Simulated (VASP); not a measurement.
# Sc4Ta (P-43m) in VASP: notebook

The runs below take Sc4Ta through single point, with PBE.

Everything below comes from runs of VASP 6.6.1. Logs are shortened: lines on timing, memory, paths and dates and some standing lists are left out, and cuts for length are marked.

## (1) The cell of the first run

It takes space group P-43m (No. 215, cubic). The conventional cell has a = 4.624 Å, b = 4.624 Å, c = 4.624 Å, α = 90.00°, β = 90.00°, γ = 90.00°. Within 2.7 Å of Sc (site symmetry 3m) lie 1 Ta at 2.00 Å. Within 2.7 Å of Ta (site symmetry -43m) lie 4 Sc at 2.00 Å.

## (2) Single point, PBE

The input, INCAR:

```
  ALGO = Fast
  EDIFF = 1E-6
  ENCUT = 520
  GGA = PE
  ISIF = 2
  ISMEAR = 0
  LASPH = T
  LCHARG = F
  LREAL = F
  LWAVE = F
  NBANDS = 36
  NELM = 80
  PREC = Accurate
  SIGMA = 0.1
```

The input, KPOINTS:

```
k-points
0
Gamma
  4 4 4
```

The input, POSCAR:

```
Sc4Ta
1.0
    4.6240033000      0.0000000000      0.0000000000
    0.0000000000      4.6240033000      0.0000000000
    0.0000000000      0.0000000000      4.6240033000
Sc Ta
4 1
Direct
    0.2500000000      0.2500000000      0.2500000000
    0.7500000000      0.7500000000      0.2500000000
    0.2500000000      0.7500000000      0.7500000000
    0.7500000000      0.2500000000      0.7500000000
    0.0000000000      0.0000000000      0.0000000000
```

Potentials or basis: VASP PAW PBE potentials, release 64 (Sc_sv, Ta_pv).

The run is started by

```bash
> cat potpaw_PBE.64/Sc_sv/POTCAR potpaw_PBE.64/Ta_pv/POTCAR > POTCAR
> mpirun -np 1 vasp_std > vasp.out
```

OUTCAR:

```text
EDIFF = 1E-6
   ENCUT = 520
   GGA = PE
   ISIF = 2
   ISMEAR = 0
   LASPH = T
   LREAL = F
   NELM = 80
   PREC = Accurate

 ion  position               nearest neighbor table
   1  0.250  0.250  0.250-   5 2.00   3 3.27   4 3.27   2 3.27   3 3.27   4 3.27   2 3.27   3 3.27
                             3 3.27   2 3.27   4 3.27   4 3.27   2 3.27
   2  0.750  0.750  0.250-   5 2.00   3 3.27   4 3.27   1 3.27   3 3.27   4 3.27   1 3.27   4 3.27
                             4 3.27   1 3.27   3 3.27   3 3.27   1 3.27
   3  0.250  0.750  0.750-   5 2.00   2 3.27   4 3.27   1 3.27   1 3.27   2 3.27   1 3.27   4 3.27
                             1 3.27   2 3.27   4 3.27   2 3.27   4 3.27
   4  0.750  0.250  0.750-   5 2.00   2 3.27   3 3.27   1 3.27   1 3.27   2 3.27   2 3.27   3 3.27
                             2 3.27   1 3.27   3 3.27   1 3.27   3 3.27
   5  0.000  0.000  0.000-   1 2.00   2 2.00   3 2.00   4 2.00

  LATTYP: Found a simple cubic cell.
 ALAT       =     4.6240033000

  Lattice vectors:

 A1 = (   4.6240033000,   0.0000000000,   0.0000000000)
 A2 = (   0.0000000000,   4.6240033000,   0.0000000000)
 A3 = (   0.0000000000,   0.0000000000,   4.6240033000)

Analysis of symmetry for initial positions (statically):
=====================================================================
 Subroutine PRICEL returns:
 Original cell was already a primitive cell.

 Routine SETGRP: Setting up the symmetry group for a
 simple cubic supercell.

 Subroutine GETGRP returns: Found 24 space group operations
 (whereof 24 operations were pure point group operations)
 out of a pool of 48 trial point group operations.

The static configuration has the point symmetry T_d .

Analysis of symmetry for dynamics (positions and initial velocities):
=====================================================================
 Subroutine PRICEL returns:
 Original cell was already a primitive cell.

 Routine SETGRP: Setting up the symmetry group for a
 simple cubic supercell.

 Subroutine GETGRP returns: Found 24 space group operations
 (whereof 24 operations were pure point group operations)
 out of a pool of 48 trial point group operations.

The dynamic configuration has the point symmetry T_d .

 Subroutine INISYM returns: Found 24 space group operations
 (whereof 24 operations are pure point group operations),
 and found     1 'primitive' translations

----------------------------------------------------------------------------------------

                                     Primitive cell

  volume of cell :      98.8677

  direct lattice vectors                    reciprocal lattice vectors
     4.624003300  0.000000000  0.000000000     0.216262821  0.000000000  0.000000000
     0.000000000  4.624003300  0.000000000     0.000000000  0.216262821  0.000000000
     0.000000000  0.000000000  4.624003300     0.000000000  0.000000000  0.216262821

  length of vectors
     4.624003300  4.624003300  4.624003300     0.216262821  0.216262821  0.216262821

  position of ions in fractional coordinates (direct lattice)
     0.250000000  0.250000000  0.250000000
     0.750000000  0.750000000  0.250000000
     0.250000000  0.750000000  0.750000000
     0.750000000  0.250000000  0.750000000
     0.000000000  0.000000000  0.000000000

  ion indices of the primitive-cell ions
   primitive index   ion index
                 1           1
                 2           2
                 3           3
                 4           4
                 5           5

----------------------------------------------------------------------------------------

 KPOINTS: k-points

Automatic generation of k-mesh.
 Grid dimensions read from file:
 generate k-points for:    4    4    4

 Generating k-lattice:

  Cartesian coordinates                     Fractional coordinates (reciprocal lattice)
     0.054065705  0.000000000  0.000000000     0.250000000  0.000000000  0.000000000
     0.000000000  0.054065705  0.000000000     0.000000000  0.250000000  0.000000000
     0.000000000  0.000000000  0.054065705     0.000000000  0.000000000  0.250000000

  Length of vectors
     0.054065705  0.054065705  0.054065705

  Shift w.r.t. Gamma in fractional coordinates (k-lattice)
     0.000000000  0.000000000  0.000000000

 Subroutine IBZKPT returns following result:
 ===========================================

 Found     10 irreducible k-points:

 Following reciprocal coordinates:
            Coordinates               Weight
  0.000000  0.000000  0.000000      1.000000
  0.250000  0.000000  0.000000      6.000000
  0.500000  0.000000  0.000000      3.000000
  0.250000  0.250000  0.000000     12.000000
  0.500000  0.250000  0.000000     12.000000
  0.500000  0.500000  0.000000      3.000000
  0.250000  0.250000  0.250000      8.000000
  0.500000  0.250000  0.250000     12.000000
  0.500000  0.500000  0.250000      6.000000
  0.500000  0.500000  0.500000      1.000000
   k-points           NKPTS =     10   k-points in BZ     NKDIM =     10   number of bands    NBANDS=     36
   number of dos      NEDOS =    301   number of ions     NIONS =      5
   total plane-waves  NPLWV =  46656
   dimension x,y,z NGX =    36 NGY =   36 NGZ =   36
   dimension x,y,z NGXF=    72 NGYF=   72 NGZF=   72
   ions per type =               4   1
   NGX,Y,Z   is equivalent  to a cutoff of  12.94, 12.94, 12.94 a.u.
   NGXF,Y,Z  is equivalent  to a cutoff of  25.89, 25.89, 25.89 a.u.
 SYSTEM =  unknown system
   PREC   = accura    normal or accurate (medium, high low for compatibility)
   ISTART =      0    job   : 0-new  1-cont  2-samecut
   ICHARG =      2    charge: 1-file 2-atom 10-const
   ISPIN  =      1    spin polarized calculation?
   LNONCOLLINEAR =      F non collinear calculations
   LSORBIT =      F    spin-orbit coupling
   LASPH  =      T    aspherical Exc in radial PAW
   ENCUT  =  520.0 eV  38.22 Ry    6.18 a.u.   8.60  8.60  8.60*2*pi/ulx,y,z
   NELM   =     80;   NELMIN=  2; NELMDL= -5     # of ELM steps
   EDIFF  = 0.1E-05   stopping-criterion for ELM
   LREAL  =      F    real-space projection
   EDIFFG = 0.1E-04   stopping-criterion for IOM
   NSW    =      0    number of steps for IOM
   IBRION =     -1    ionic relax: 0-MD 1-quasi-New 2-CG
   NFREE  =      0    steps in history (QN), initial steepest desc. (CG)
   ISIF   =      2    stress and relaxation
   ISYM   =      2    0-nonsym 1-usesym 2-fastsym
   POTIM  = 0.5000    time-step for ionic-motion
   TEBEG  =    0.0;   TEEND  =   0.0 temperature during run
   PSTRESS=    0.0 pullay stress
   NELECT =      55.0000    total number of electrons
   NUPDOWN=      -1.0000    fix difference up-down
   EMIN   =  10.00;   EMAX   =-10.00  energy-range for DOS
   EFERMI =   0.00;   METHOD = LEGACY
   ISMEAR =     0;   SIGMA  =   0.10  broadening in eV -4-tet -1-fermi 0-gaus
   EFERMI_NEDOS =   21; number of points for ismear=-14 and -15
   IALGO  =     68    algorithm
   IMIX   =      4    mixing-type and parameters
     AMIX     =   0.40;   BMIX     =  1.00
     AMIX_MAG =   1.60;   BMIX_MAG =  1.00
  volume/ion in A,a.u.               =      19.77       133.44
  Fermi-wavevector in a.u.,A,eV,Ry     =   1.346411  2.544348 24.664942  1.812822
  Thomas-Fermi vector in A             =   2.474245
   LORBIT       =      0    0 simple, 1 ext, 2 COOP (PROOUT), +10 PAW based schemes
   GGA     = PE    functional components
   LHFCALC =     F    Hartree Fock is set to
   AEXX    =    0.0000 exact exchange contribution
   IVDW    =     0    specifies the selected vdW correction
   LEPSILON=     F    determine dielectric tensor
   LRPA    =     F    only Hartree local field effects (RPA)
 non-spin polarized calculation
 RMM-DIIS sequential band-by-band and
 Gauss-broadening in eV      SIGMA  =   0.10
  energy-cutoff  :      520.00
  volume of cell :       98.87
 maximum number of plane-waves:      2680
 NGX is ok and might be reduce to    36
   NGX = 17   NGY = 17   NGZ = 17

 number of electron      54.9999986 magnetization

 Free energy of the ion-electron system (eV)
  ---------------------------------------------------
  ext. energy  EPLUGINS =         0.00000000
  ---------------------------------------------------
  free energy    TOTEN  =       -25.97387022 eV

  energy without entropy =      -25.93892803  energy(sigma->0) =      -25.95639913

 E-fermi :   5.1480     XC(G=0): -10.7759

 val. band max:        5.0323061037   @ k =   0.2500   0.2500   0.0000
 cond. band min:       5.1525619608   @ k =   0.5000   0.5000   0.0000
 fundamental gap:      0.1202558570
 Fermi energy:         5.1480314581

 k-point     1 :       0.0000    0.0000    0.0000
  band No.  band energies     occupation
      1     -44.3045      2.00000
      2     -44.3045      2.00000
      3     -44.3045      2.00000
      4     -44.2103      2.00000
      5     -30.1354      2.00000
      6     -30.1354      2.00000
[... 28 lines left out ...]
     35       7.2990      0.00000
     36       8.1915      0.00000

 k-point     2 :       0.2500    0.0000    0.0000
  band No.  band energies     occupation
      1     -44.3259      2.00000
      2     -44.3043      2.00000
      3     -44.3043      2.00000
      4     -44.1887      2.00000
      5     -30.1405      2.00000
      6     -30.1369      2.00000
[... 28 lines left out ...]
     35       7.2114      0.00000
     36       7.2640      0.00000

 k-point     3 :       0.5000    0.0000    0.0000
  band No.  band energies     occupation
      1     -44.3421      2.00000
      2     -44.3042      2.00000
      3     -44.3042      2.00000
      4     -44.1723      2.00000
      5     -30.1455      2.00000
      6     -30.1384      2.00000
[... 28 lines left out ...]
     35       7.2711      0.00000
     36       7.3181      0.00000
[... 196 lines left out ...]
 k-point     9 :       0.5000    0.5000    0.2500
  band No.  band energies     occupation
      1     -44.3243      2.00000
      2     -44.3243      2.00000
      3     -44.3226      2.00000
      4     -44.1510      2.00000
      5     -30.1499      2.00000
      6     -30.1413      2.00000
[... 28 lines left out ...]
     35       6.9898      0.00000
     36       7.5844      0.00000

 k-point    10 :       0.5000    0.5000    0.5000
  band No.  band energies     occupation
      1     -44.3241      2.00000
      2     -44.3241      2.00000
      3     -44.3241      2.00000
      4     -44.1498      2.00000
      5     -30.1445      2.00000
      6     -30.1445      2.00000
[... 28 lines left out ...]
     35       6.3762      0.00000
     36       7.4680      0.00000

------------------------ aborting loop because EDIFF is reached ----------------------------------------

  FORCE on cell =-STRESS in cart. coord.  units (eV):
  Direction    XX          YY          ZZ          XY          YZ          ZX
  --------------------------------------------------------------------------------------
  -------------------------------------------------------------------------------------
  Total       24.4005034     24.4005034     24.4005034      0.0000000      0.0000000      0.0000000
  in kB      395.4166589    395.4166589    395.4166589      0.0000000      0.0000000      0.0000000
  external PRESSURE =     395.4166589 kB  Pullay stress =       0.0000000 kB

 VOLUME and BASIS-vectors are now :
 -----------------------------------------------------------------------------
  energy-cutoff  :      520.00
  volume of cell :       98.87
      direct lattice vectors                 reciprocal lattice vectors
     4.624003300  0.000000000  0.000000000     0.216262821  0.000000000  0.000000000
     0.000000000  4.624003300  0.000000000     0.000000000  0.216262821  0.000000000
     0.000000000  0.000000000  4.624003300     0.000000000  0.000000000  0.216262821

 POSITION                                       TOTAL-FORCE (eV/Angst)
 -----------------------------------------------------------------------------------
      1.15600      1.15600      1.15600         4.852391      4.852391      4.852391
      3.46800      3.46800      1.15600        -4.852391     -4.852391      4.852391
      1.15600      3.46800      3.46800         4.852391     -4.852391     -4.852391
      3.46800      1.15600      3.46800        -4.852391      4.852391     -4.852391
      0.00000      0.00000      0.00000         0.000000      0.000000      0.000000
 -----------------------------------------------------------------------------------
    total drift:                                0.000000      0.000000     -0.000000

  FREE ENERGIE OF THE ION-ELECTRON SYSTEM (eV)
  ---------------------------------------------------
  free  energy   TOTEN  =       -25.9738702204 eV

  energy  without entropy=      -25.9389280343  energy(sigma->0) =      -25.95639913
```

Wall time 55 s (1 thread of Intel Xeon Platinum 8375C at 2.90GHz (Ice Lake), shared host); peak memory 0.21 GiB.

Results:

```yaml
Free_energy: -25.9739 eV
Pressure: 39.5 GPa
```

Levels at points of the mesh, in eV from the Fermi level:
| k point | band 25 | band 26 | band 27 | band 28 | band 29 | band 30 |
| --- | --- | --- | --- | --- | --- | --- |
| (0.00, 0.00, 0.00) | -3.26 | -0.35 | 0.60 | 0.60 | 1.32 | 1.32 |
| (0.50, 0.00, 0.00) | -2.92 | -2.05 | 0.04 | 0.06 | 0.63 | 0.90 |
| (0.50, 0.50, 0.00) | -1.78 | -0.88 | -0.88 | -0.86 | 0.00 | 0.00 |
| (0.50, 0.50, 0.50) | -1.68 | -1.68 | -1.68 | -1.19 | 0.35 | 0.80 |

Caveat: spin-orbit coupling is left out, which moves the levels of the heavy elements.

## (3) Single point, PBE

This run uses another cell than the first one, of 25.20 Å³/atom, 1.274 times its volume.

The input, INCAR:

```
PREC = Accurate
ENCUT = 520
EDIFF = 1E-6
ISMEAR = 0
SIGMA = 0.1
LREAL = False
LASPH = True
NELM = 80
ALGO = Normal
ISIF = 2
LWAVE = False
LCHARG = False
GGA = PE
NBANDS = 36
```

The input, KPOINTS:

```
Automatic mesh
0
Gamma
  4 4 4
```

The input, POSCAR:

```
Sc4Ta
1.0
    5.0130145497      0.0000000000      0.0000000000
    0.0000000000      5.0130145497      0.0000000000
    0.0000000000      0.0000000000      5.0130145497
Sc Ta
4 1
Direct
    0.2852945509      0.2852945509      0.2852945509
    0.7147054491      0.7147054491      0.2852945509
    0.2852945509      0.7147054491      0.7147054491
    0.7147054491      0.2852945509      0.7147054491
    0.0000000000      0.0000000000      0.0000000000
```

Potentials or basis: VASP PAW PBE potentials, release 64 (Sc_sv, Ta_pv).

The run is started by

```bash
> cat potpaw_PBE.64/Sc_sv/POTCAR potpaw_PBE.64/Ta_pv/POTCAR > POTCAR
> mpirun -np 1 vasp_std > vasp.out
```

Wall time 52 s (1 thread of Intel Xeon Platinum 8375C at 2.90GHz (Ice Lake), shared host); peak memory 0.25 GiB.

Results (log left out):

```
Free energy   : -32.1523 eV
Pressure      : 0.3 GPa
Largest force : 0.082 eV/Å
```

Forces on the atoms (eV/Å):
```
Sc   0.047  0.047  0.047
Sc  -0.047 -0.047  0.047
Sc   0.047 -0.047 -0.047
Sc  -0.047  0.047 -0.047
Ta   0.000  0.000  0.000
```

Levels at points of the mesh, in eV from the Fermi level:
```
           k point  band 26  band 27  band 28  band 29  band 30  band 31
(0.00, 0.00, 0.00)    -0.63     0.20     0.20     0.50     0.50     0.50
(0.50, 0.00, 0.00)    -0.91     0.13     0.18     0.41     1.05     1.05
(0.50, 0.50, 0.00)    -0.45    -0.31    -0.20     0.47     0.47     0.56
(0.50, 0.50, 0.50)    -0.93    -0.53    -0.53    -0.42     0.81     0.81
```

Caveat: spin-orbit coupling is left out, which moves the levels of the heavy elements.

## (4) Single point, PBE

This run uses another cell than the first one, of 25.12 Å³/atom, 1.270 times its volume.

The input, INCAR:

```
PREC     = Accurate       # precision mode
ENCUT    = 520            # plane-wave cutoff, eV
EDIFF    = 1E-7           # SCF threshold, eV
ISMEAR   = 0              # smearing method
SIGMA    = 0.1            # smearing width, eV
LREAL    = F              # projectors in reciprocal space
LASPH    = T              # aspherical terms in the spheres
NELM     = 100            # most SCF steps
ALGO     = Fast           # electronic algorithm
ISIF     = 2              # what is computed and relaxed
LWAVE    = F              # write WAVECAR
LCHARG   = F              # write CHGCAR
GGA      = PE             # functional
NBANDS   = 36             # bands
```

The input, KPOINTS:

```
regular mesh
0
Gamma
  8 8 8
```

The input, POSCAR:

```
Sc4Ta
1.0
    5.0077955148      0.0000000000      0.0000000000
    0.0000000000      5.0077955148      0.0000000000
    0.0000000000      0.0000000000      5.0077955148
Sc Ta
4 1
Direct
    0.2859357942      0.2859357942      0.2859357942
    0.7140642058      0.7140642058      0.2859357942
    0.2859357942      0.7140642058      0.7140642058
    0.7140642058      0.2859357942      0.7140642058
    0.0000000000      0.0000000000      0.0000000000
```

The run is started by

```bash
> cat potpaw_PBE.64/Sc_sv/POTCAR potpaw_PBE.64/Ta_pv/POTCAR > POTCAR
> mpirun -np 1 vasp_std > vasp.out
```

It took 4.8 min on 1 thread of Intel Xeon Platinum 8375C at 2.90GHz (Ice Lake), shared host; peak memory 0.32 GiB.

Results (log left out):

| Item | Value |
| --- | --- |
| Free energy | -32.1353 eV |
| Pressure | 0.2 GPa |
| Largest force | 0.049 eV/Å |

Forces on the atoms (eV/Å):
```
Sc   0.028  0.028  0.028
Sc  -0.028 -0.028  0.028
Sc   0.028 -0.028 -0.028
Sc  -0.028  0.028 -0.028
Ta   0.000  0.000  0.000
```

Levels at points of the mesh, in eV from the Fermi level:
```csv
k point,band 24,band 25,band 26,band 27,band 28,band 29,band 30,band 31,band 32,band 33
"(0.00, 0.00, 0.00)",-1.56,-1.56,-0.66,0.18,0.18,0.48,0.48,0.48,1.19,1.76
"(0.50, 0.00, 0.00)",-1.33,-1.33,-0.92,0.12,0.17,0.39,1.03,1.03,1.19,1.41
"(0.50, 0.50, 0.00)",-1.17,-0.47,-0.47,-0.34,-0.20,0.45,0.45,0.55,0.98,0.98
"(0.50, 0.50, 0.50)",-0.94,-0.94,-0.94,-0.54,-0.54,-0.43,0.80,0.80,0.80,1.19
```

Caveat: spin-orbit coupling is left out, which moves the levels of the heavy elements.

## (5) The runs side by side

```tsv
cell	k mesh	gap on the mesh (eV)	pressure (GPa)	largest force (eV/Å)
a = 4.624 Å, 5 atoms	4 × 4 × 4	none	39.5	-
a = 5.013 Å, 5 atoms	4 × 4 × 4	none	0.3	0.08
a = 5.008 Å, 5 atoms	8 × 8 × 8	none	0.2	0.05
```

Alike in all rows: task single point; level PBE; potentials or basis VASP PAW PBE potentials, release 64 (Sc_sv, Ta_pv); no spin polarisation; cutoff (eV) 520; smearing gaussian 0.1 eV.

Caveats: spin-orbit coupling is left out, which moves the levels of the heavy elements.

Total energies depend on the potentials used, so only differences within one code and one set of settings carry meaning.
